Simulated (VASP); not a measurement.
Input of a VASP 6.6.1 run:

Contents of INCAR:

```
PREC     = Accurate       # precision mode
ENCUT    = 520            # plane-wave cutoff, eV
EDIFF    = 1E-7           # SCF threshold, eV
ISMEAR   = 0              # smearing method
SIGMA    = 0.1            # smearing width, eV
LREAL    = F              # projectors in reciprocal space
LASPH    = T              # aspherical terms in the spheres
NELM     = 60             # most SCF steps
ALGO     = Normal         # electronic algorithm
ISIF     = 2              # what is computed and relaxed
LWAVE    = F              # write WAVECAR
LCHARG   = T              # write CHGCAR
GGA      = PE             # functional
LELF     = T              # ELF
LVHAR    = T            
NBANDS   = 22             # bands
```

File KPOINTS:

```
regular mesh
0
Gamma
  10 10 4
```

File POSCAR:

```
Si5N
1.0
    3.3956748628     -1.8082414676     -0.0276342906
    3.3956748628      1.8082414676     -0.0276342906
   -1.7726503915      0.0000000000      8.6163621342
Si N
5 1
Direct
    0.3710045368      0.3710045368      0.6915857106
    0.2974385566      0.2974385566      0.4160944656
    0.5963917143      0.5963917143      0.3202377180
    0.5538920611      0.5538920611      0.0450937143
    0.0720915546      0.0720915546      0.7841957339
    0.1089555649      0.1089555649      0.9927926577
```

Potentials or basis: VASP PAW PBE potentials, release 64 (Si, N).

Launch:

```sh
$ cat potpaw_PBE.64/Si/POTCAR potpaw_PBE.64/N/POTCAR > POTCAR
$ mpirun -np 1 vasp_std > vasp.out
```

(1) What does it give for the largest force?

(2) What does it give for the pressure?

Results:

(1) 0.016 eV/Å.

(2) -0.1 GPa.
